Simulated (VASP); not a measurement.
# InP (rocksalt type) (Fm-3m) in VASP: notebook, part 2 of 3

VASP 6.6.1. The steps go on from the part before.

## (4) Single point, LDA (12.71 Å³/atom)

This run uses another cell than the first one, of 12.71 Å³/atom.

Contents of INCAR:

```
SYSTEM = InP
  PREC = Accurate
  ENCUT = 520
  EDIFF = 1E-6
  ISMEAR = -1
  SIGMA = 0.05
  LREAL = .False.
  LASPH = .True.
  NELM = 100
  ALGO = Normal
  ISIF = 2
  LWAVE = .False.
  LCHARG = .False.
  GGA = CA
  NBANDS = 16
```

Contents of KPOINTS:

```
regular mesh
0
Gamma
  14 14 14
  0 0 0
```

Contents of POSCAR:

```
InP
1.0
    0.0000000000      2.3339623506      2.3339623506
    2.3339623506      0.0000000000      2.3339623506
    2.3339623506      2.3339623506      0.0000000000
In P
1 1
Direct
    0.0000000000      0.0000000000      0.0000000000
    0.5000000000      0.5000000000      0.5000000000
```

Potentials or basis: VASP PAW LDA potentials, release 64 (In_d, P).

Launch:

```sh
cat potpaw_LDA.64/In_d/POTCAR potpaw_LDA.64/P/POTCAR > POTCAR
mpirun -np 1 vasp_std > vasp.out
```

OUTCAR:

```text
SYSTEM = InP
   PREC = Accurate
   ENCUT = 520
   EDIFF = 1E-6
   ISMEAR = -1
   LREAL = .False.
   LASPH = .True.
   NELM = 100
   ISIF = 2
   GGA = CA

 ion  position               nearest neighbor table
   1  0.000  0.000  0.000-   2 2.33   2 2.33   2 2.33   2 2.33   2 2.33   2 2.33
   2  0.500  0.500  0.500-   1 2.33   1 2.33   1 2.33   1 2.33   1 2.33   1 2.33

  LATTYP: Found a face centered cubic cell.
 ALAT       =     4.6679247012

  Lattice vectors:

 A1 = (   0.0000000000,   2.3339623506,   2.3339623506)
 A2 = (   2.3339623506,   0.0000000000,   2.3339623506)
 A3 = (   2.3339623506,   2.3339623506,   0.0000000000)

Analysis of symmetry for initial positions (statically):
=====================================================================
 Subroutine PRICEL returns:
 Original cell was already a primitive cell.

 Routine SETGRP: Setting up the symmetry group for a
 face centered cubic supercell.

 Subroutine GETGRP returns: Found 48 space group operations
 (whereof 48 operations were pure point group operations)
 out of a pool of 48 trial point group operations.

The static configuration has the point symmetry O_h .

Analysis of symmetry for dynamics (positions and initial velocities):
=====================================================================
 Subroutine PRICEL returns:
 Original cell was already a primitive cell.

 Routine SETGRP: Setting up the symmetry group for a
 face centered cubic supercell.

 Subroutine GETGRP returns: Found 48 space group operations
 (whereof 48 operations were pure point group operations)
 out of a pool of 48 trial point group operations.

The dynamic configuration has the point symmetry O_h .

 Subroutine INISYM returns: Found 48 space group operations
 (whereof 48 operations are pure point group operations),
 and found     1 'primitive' translations

----------------------------------------------------------------------------------------

                                     Primitive cell

  volume of cell :      25.4280

  direct lattice vectors                    reciprocal lattice vectors
     0.000000000  2.333962351  2.333962351    -0.214227963  0.214227963  0.214227963
     2.333962351  0.000000000  2.333962351     0.214227963 -0.214227963  0.214227963
     2.333962351  2.333962351  0.000000000     0.214227963  0.214227963 -0.214227963

  length of vectors
     3.300721210  3.300721210  3.300721210     0.371053716  0.371053716  0.371053716

  position of ions in fractional coordinates (direct lattice)
     0.000000000  0.000000000  0.000000000
     0.500000000  0.500000000  0.500000000

  ion indices of the primitive-cell ions
   primitive index   ion index
                 1           1
                 2           2

----------------------------------------------------------------------------------------

 KPOINTS: regular mesh

Automatic generation of k-mesh.
 Grid dimensions read from file:
 generate k-points for:   14   14   14

 Generating k-lattice:

  Cartesian coordinates                     Fractional coordinates (reciprocal lattice)
    -0.015301997  0.015301997  0.015301997     0.071428571  0.000000000  0.000000000
     0.015301997 -0.015301997  0.015301997     0.000000000  0.071428571  0.000000000
     0.015301997  0.015301997 -0.015301997     0.000000000  0.000000000  0.071428571

  Length of vectors
     0.026503837  0.026503837  0.026503837

  Shift w.r.t. Gamma in fractional coordinates (k-lattice)
     0.000000000  0.000000000  0.000000000

 Subroutine IBZKPT returns following result:
 ===========================================

 Found    104 irreducible k-points:

 Following reciprocal coordinates:
            Coordinates               Weight
  0.000000  0.000000  0.000000      1.000000
  0.071429  0.000000  0.000000      8.000000
  0.142857  0.000000  0.000000      8.000000
  0.214286  0.000000  0.000000      8.000000
  0.285714  0.000000  0.000000      8.000000
  0.357143  0.000000  0.000000      8.000000
[... 16 lines left out ...]
  0.214286  0.142857  0.000000     24.000000
  0.285714  0.142857  0.000000     24.000000
 [... further k-points ...]
   k-points           NKPTS =    104   k-points in BZ     NKDIM =    104   number of bands    NBANDS=     16
   number of dos      NEDOS =    301   number of ions     NIONS =      2
   total plane-waves  NPLWV =  21952
   dimension x,y,z NGX =    28 NGY =   28 NGZ =   28
   dimension x,y,z NGXF=    56 NGYF=   56 NGZF=   56
   ions per type =               1   1
   NGX,Y,Z   is equivalent  to a cutoff of  14.10, 14.10, 14.10 a.u.
   NGXF,Y,Z  is equivalent  to a cutoff of  28.21, 28.21, 28.21 a.u.
 SYSTEM =  InP
   PREC   = accura    normal or accurate (medium, high low for compatibility)
   ISTART =      0    job   : 0-new  1-cont  2-samecut
   ICHARG =      2    charge: 1-file 2-atom 10-const
   ISPIN  =      1    spin polarized calculation?
   LNONCOLLINEAR =      F non collinear calculations
   LSORBIT =      F    spin-orbit coupling
   LASPH  =      T    aspherical Exc in radial PAW
   ENCUT  =  520.0 eV  38.22 Ry    6.18 a.u.   6.14  6.14  6.14*2*pi/ulx,y,z
   NELM   =    100;   NELMIN=  2; NELMDL= -5     # of ELM steps
   EDIFF  = 0.1E-05   stopping-criterion for ELM
   LREAL  =      F    real-space projection
   EDIFFG = 0.1E-04   stopping-criterion for IOM
   NSW    =      0    number of steps for IOM
   IBRION =     -1    ionic relax: 0-MD 1-quasi-New 2-CG
   NFREE  =      0    steps in history (QN), initial steepest desc. (CG)
   ISIF   =      2    stress and relaxation
   ISYM   =      2    0-nonsym 1-usesym 2-fastsym
   POTIM  = 0.5000    time-step for ionic-motion
   TEBEG  =    0.0;   TEEND  =   0.0 temperature during run
   PSTRESS=    0.0 pullay stress
   NELECT =      18.0000    total number of electrons
   NUPDOWN=      -1.0000    fix difference up-down
   EMIN   =  10.00;   EMAX   =-10.00  energy-range for DOS
   EFERMI =   0.00;   METHOD = LEGACY
   ISMEAR =    -1;   SIGMA  =   0.05  broadening in eV -4-tet -1-fermi 0-gaus
   EFERMI_NEDOS =   21; number of points for ismear=-14 and -15
   IALGO  =     38    algorithm
   IMIX   =      4    mixing-type and parameters
     AMIX     =   0.40;   BMIX     =  1.00
     AMIX_MAG =   1.60;   BMIX_MAG =  1.00
  volume/ion in A,a.u.               =      12.71        85.80
  Fermi-wavevector in a.u.,A,eV,Ry     =   1.459022  2.757152 28.963334  2.128745
  Thomas-Fermi vector in A             =   2.575638
   LORBIT       =      0    0 simple, 1 ext, 2 COOP (PROOUT), +10 PAW based schemes
   GGA     = CA    functional components
   LHFCALC =     F    Hartree Fock is set to
   AEXX    =    0.0000 exact exchange contribution
   IVDW    =     0    specifies the selected vdW correction
   LEPSILON=     F    determine dielectric tensor
   LRPA    =     F    only Hartree local field effects (RPA)
 non-spin polarized calculation
  energy-cutoff  :      520.00
  volume of cell :       25.43
 maximum number of plane-waves:       701
 NGX is ok and might be reduce to    28
   NGX = 13   NGY = 13   NGZ = 13

 number of electron      18.0000001 magnetization

 Free energy of the ion-electron system (eV)
  ---------------------------------------------------
  ext. energy  EPLUGINS =         0.00000000
  ---------------------------------------------------
  free energy    TOTEN  =        -5.99434085 eV

  energy without entropy =       -5.99037821  energy(sigma->0) =       -5.99235953

 E-fermi :  15.2896     XC(G=0): -13.1664

 val. band max:       15.2600548416   @ k =  -0.1429   0.2143   0.0714
 cond. band min:      15.3194456727   @ k =   0.2857   0.2857   0.0000
 fundamental gap:      0.0593908312
 Fermi energy:        15.2895778780

 k-point     1 :       0.0000    0.0000    0.0000
  band No.  band energies     occupation
      1      -2.0229      2.00000
      2      -0.6500      2.00000
      3      -0.6500      2.00000
      4      -0.5951      2.00000
      5      -0.5951      2.00000
      6      -0.5951      2.00000
[... 8 lines left out ...]
     15      26.9846      0.00000
     16      26.9847      0.00000
[... 419 lines left out ...]
 k-point    24 :       0.2857    0.1429    0.0000
  band No.  band energies     occupation
      1      -1.3157      2.00000
      2      -0.7123      2.00000
      3      -0.6775      2.00000
      4      -0.5278      2.00000
      5      -0.3320      2.00000
      6       0.0516      2.00000
[... 8 lines left out ...]
     15      26.7987      0.00000
     16      27.5865      0.00000

 [... further k-points ...]

------------------------ aborting loop because EDIFF is reached ----------------------------------------

  FORCE on cell =-STRESS in cart. coord.  units (eV):
  Direction    XX          YY          ZZ          XY          YZ          ZX
  --------------------------------------------------------------------------------------
  -------------------------------------------------------------------------------------
  Total       17.7535185     17.7535185     17.7535185     -0.0000000      0.0000000      0.0000000
  in kB     1118.6223328   1118.6223328   1118.6223328     -0.0000000      0.0000000      0.0000000
  external PRESSURE =    1118.6223328 kB  Pullay stress =       0.0000000 kB

 VOLUME and BASIS-vectors are now :
 -----------------------------------------------------------------------------
  energy-cutoff  :      520.00
  volume of cell :       25.43
      direct lattice vectors                 reciprocal lattice vectors
     0.000000000  2.333962351  2.333962351    -0.214227963  0.214227963  0.214227963
     2.333962351  0.000000000  2.333962351     0.214227963 -0.214227963  0.214227963
     2.333962351  2.333962351  0.000000000     0.214227963  0.214227963 -0.214227963

 POSITION                                       TOTAL-FORCE (eV/Angst)
 -----------------------------------------------------------------------------------
      0.00000      0.00000      0.00000         0.000000     -0.000000     -0.000000
      2.33396      2.33396      2.33396        -0.000000      0.000000      0.000000
 -----------------------------------------------------------------------------------
    total drift:                               -0.000000      0.000000      0.000000

  FREE ENERGIE OF THE ION-ELECTRON SYSTEM (eV)
  ---------------------------------------------------
  free  energy   TOTEN  =        -5.9943408457 eV

  energy  without entropy=       -5.9903782084  energy(sigma->0) =       -5.99235953
```

stdout:

```text
POSCAR found type information on POSCAR InP
 POSCAR found :  2 types and       2 ions
 scaLAPACK will be used
 LDA part: xc-table for (Slater(with rela. corr.)+CA(PZ))
 , standard interpolation
 POSCAR, INCAR and KPOINTS ok, starting setup
 FFT: planning ... GRIDC
 FFT: planning ... GRID_SOFT
 FFT: planning ... GRID
 WAVECAR not read
 entering main loop
```

Run time: 96 s. Hardware: 1 thread of Intel Xeon 8259CL, shared host; peak memory 0.17 GiB.

Results:

```yaml
Free_energy: -5.9943 eV
Pressure: 111.9 GPa
Band_gap_on_the_k_mesh: zero (bands 9 and 10 overlap by 2.48 eV)
```

Caveat: the cell stands under pressure; spin-orbit coupling is left out, which moves the levels of the heavy elements.

## (5) Single point, LDA (14.30 Å³/atom)

This run uses another cell than the first one, of 14.30 Å³/atom.

Contents of INCAR:

```
SYSTEM = InP
ALGO = Normal
EDIFF = 1E-7
ENCUT = 520
ISIF = 2
ISMEAR = -1
LASPH = .True.
LCHARG = .True.
LELF = .True.
LREAL = .False.
LVHAR = .True.
LWAVE = .False.
NBANDS = 16
NELM = 80
PREC = Accurate
SIGMA = 0.05
```

Contents of KPOINTS:

```
k-points
0
Gamma
  14 14 14
  0 0 0
```

Contents of POSCAR:

```
InP
1.0
    0.0000000000      2.4274186645      2.4274186645
    2.4274186645      0.0000000000      2.4274186645
    2.4274186645      2.4274186645      0.0000000000
In P
1 1
Direct
    0.0000000000      0.0000000000      0.0000000000
    0.5000000000      0.5000000000      0.5000000000
```

Launch:

```sh
cat potpaw_LDA.64/In_d/POTCAR potpaw_LDA.64/P/POTCAR > POTCAR
mpirun -np 1 vasp_std > vasp.out
```

It took 91 s on 1 thread of Intel Xeon 8259CL, shared host; peak memory 0.17 GiB.

The run converged. Its results:

```
Free energy            : -7.6933 eV
Pressure               : 63.3 GPa
Band gap on the k mesh : zero (bands 9 and 10 overlap by 2.63 eV)
```

Levels at points of the mesh, in eV from the Fermi level:
| k point | band 6 | band 7 | band 8 | band 9 | band 10 | band 11 | band 12 | band 13 |
| --- | --- | --- | --- | --- | --- | --- | --- | --- |
| (0.00, 0.00, 0.00) | -15.21 | -0.76 | -0.76 | -0.76 | 4.33 | 7.11 | 7.11 | 7.11 |
| (0.50, 0.00, 0.00) | -12.18 | -9.19 | 0.38 | 0.38 | 2.32 | 2.94 | 2.94 | 8.40 |
| (0.50, 0.50, 0.00) | -9.26 | -8.01 | -4.01 | -4.01 | -2.14 | 2.88 | 13.35 | 13.35 |

Caveat: the cell stands under pressure; spin-orbit coupling is left out, which moves the levels of the heavy elements.

(Part 2 of 3 ends here.)
